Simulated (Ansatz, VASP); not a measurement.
## Two plane-wave programs on TiAl3

```
CELL_PARAMETERS angstrom
4.02578 0.00000 0.00000
0.00000 4.02578 0.00000
0.00000 0.00000 4.02578
ATOMIC_POSITIONS crystal
Ti 0.00000 0.00000 0.00000
Al 0.50000 0.50000 0.00000
Al 0.50000 0.00000 0.50000
Al 0.00000 0.50000 0.50000
```

Alike in both runs: task single point; functional PBEsol; k mesh 10 × 10 × 10; occupations gaussian, width 0.1 eV; no spin polarisation.

|  | VASP | Ansatz |
| --- | --- | --- |
| version | VASP 6.6.1 | Ansatz 0.2.0 |
| potentials or method | VASP PAW PBE potentials, release 64 (Ti_sv, Al), cutoff 520 eV | scalar-relativistic, plane waves, PAW |
| valence electrons in the cell | 21 | 21 |

|  | VASP | Ansatz | Ansatz less VASP |
| --- | --- | --- | --- |
| gap on the k mesh at the Fermi level (eV) | none | none | - |
| pressure (GPa) | -5.8 | -5.8 | +0.01 |

VASP's potentials were made for PBE, not for PBEsol. A gap of «none» marks a metal or a gap that the smearing closes. With one functional, cell and mesh, what is left measures potentials, basis and numerics.
